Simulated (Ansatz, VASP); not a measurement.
## Two plane-wave programs on MgO

File INCAR:

```
SYSTEM = MgO
PREC = Accurate
ENCUT = 520
EDIFF = 1E-6
ISMEAR = 0
SIGMA = 0.05
LREAL = .FALSE.
LASPH = .TRUE.
NELM = 80
ALGO = Normal
ISIF = 2
LWAVE = .FALSE.
LCHARG = .FALSE.
GGA = PS
NBANDS = 16
```

KPOINTS

```
Automatic mesh
0
G
  9 9 6
  0 0 0
```

Contents of POSCAR:

```
MgO
1.0
    3.3486902732      0.0000000000      0.0000000000
   -1.6743451366      2.9000508460      0.0000000000
    0.0000000000      0.0000000000      4.8847345015
Mg O
2 2
Direct
    0.3333333333      0.6666666667      0.0154725274
    0.6666666667      0.3333333333      0.5154725274
    0.3333333333      0.6666666667      0.4009416620
    0.6666666667      0.3333333333      0.9009416620
```

Input for Ansatz:

```yaml
crystal:
  lattice:
    - [3.3486902732, 0.0, 0.0]
    - [-1.6743451366, 2.900050846, 0.0]
    - [0.0, 0.0, 4.8847345015]
  atoms:
    - { symbol: Mg, position: [0.3333333333, 0.6666666667, 0.0154725274] }
    - { symbol: Mg, position: [0.6666666667, 0.3333333333, 0.5154725274] }
    - { symbol: O, position: [0.3333333333, 0.6666666667, 0.400941662] }
    - { symbol: O, position: [0.6666666667, 0.3333333333, 0.900941662] }
basis:
  ecutwfc: 520.0
kpoints:
  mp_grid: { grid: [9, 9, 6] }
hamiltonian:
  xc: pbesol
  pseudopotentials: { kind: paw, azcp: { folder: soft_1 } }
scf:
  occupations: { method: gaussian, width: 0.05 }
output:
  forces: true
  stress: true
  eigenvalues: true
```

Alike in both runs: task single point; functional PBEsol; k mesh 9 × 9 × 6; occupations gaussian, width 0.05 eV; no spin polarisation.

|  | VASP | Ansatz |
| --- | --- | --- |
| version | VASP 6.6.1 | Ansatz 0.2.0 |
| potentials or method | VASP PAW PBE potentials, release 64 (Mg, O), cutoff 520 eV | scalar-relativistic, plane waves, PAW |
| valence electrons in the cell | 16 | 32 |

|  | VASP | Ansatz | Ansatz less VASP |
| --- | --- | --- | --- |
| gap on the k mesh at the Fermi level (eV) | 3.37 | 3.37 | +0.004 |
| least direct gap on the mesh (eV) | 3.37 | 3.37 | +0.004 |
| pressure (GPa) | 0.9 | 1.1 | +0.28 |
| traceless stress, the component that is largest in VASP (GPa) | 11.00 | 10.77 | -0.231 |
| rms of the force components (eV/Å) | 0.622 | 0.611 | -0.0108 |

VASP's potentials were made for PBE, not for PBEsol, and Ansatz warns of the same on its side. Atom by atom the forces differ by 0.011 eV/Å (rms over components). VASP's potentials hold 16 valence electrons a cell and Ansatz's 32, so a difference there can come from the potentials and not from the codes.
